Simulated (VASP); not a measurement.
InSb3: single point with PBE

InSb3:

```
CELL_PARAMETERS angstrom
4.71756 0.00000 0.00000
0.00000 4.71756 0.00000
0.00000 0.00000 5.01241
ATOMIC_POSITIONS crystal
In 0.00000 0.00000 0.00000
Sb 0.50000 0.00000 0.50000
Sb 0.00000 0.50000 0.50000
Sb 0.50000 0.50000 0.00000
```

This cell differs from its parent crystal: volume 27.888 Å^3 an atom, c/a of the conventional cell 1.0625.

```yaml
Program: VASP 6.6.1
Task: single point
Functional: PBE
Potentials_or_basis: VASP PAW PBE potentials, release 64 (In_d, Sb)
Cutoff: 520 eV
k_mesh: 10 × 10 × 10
Occupations: gaussian, width 0.15 eV
Spin: no spin polarisation
```

- Pressure: -0.1 GPa
- Band gap on the k mesh: zero (band 14 reaches 10.74 eV, above the bottom of band 15 at 6.52 eV)

Stress tensor (GPa, compression positive):
```
 0.00  0.00  0.00
 0.00  0.00  0.00
 0.00  0.00 -0.20
```

Levels at points of the mesh, in eV from the Fermi level:
```
           k point  band 10  band 11  band 12  band 13  band 14  band 15  band 16  band 17  band 18  band 19
(0.00, 0.00, 0.00)    -4.07    -4.07    -3.50     0.36     0.36     0.49     1.74     1.94     1.94     4.54
(0.50, 0.00, 0.00)    -3.05    -2.59    -2.27    -1.83    -1.12    -0.85     1.88     2.20     2.21     2.56
(0.50, 0.50, 0.00)    -2.87    -1.97    -1.97    -1.46    -1.22    -1.22    -0.95     0.87     3.81     3.98
(0.00, 0.00, 0.50)    -2.88    -2.88    -2.00    -2.00    -0.80    -0.66     1.52     2.14     2.52     2.52
(0.50, 0.00, 0.50)    -2.21    -1.40    -1.39    -1.22    -1.01    -0.93    -0.15     1.25     2.93     3.16
(0.50, 0.50, 0.50)    -4.97    -4.86    -4.86    -4.72     3.00     3.25     3.25     3.98     4.05     5.92
```

Run time: 87 s on 1 thread of Intel(R) Xeon(R) 6975P-C (Granite Rapids) (shared host), peak memory 0.42 GiB.

Caveat: spin-orbit coupling is left out, which moves the levels of the heavy elements.
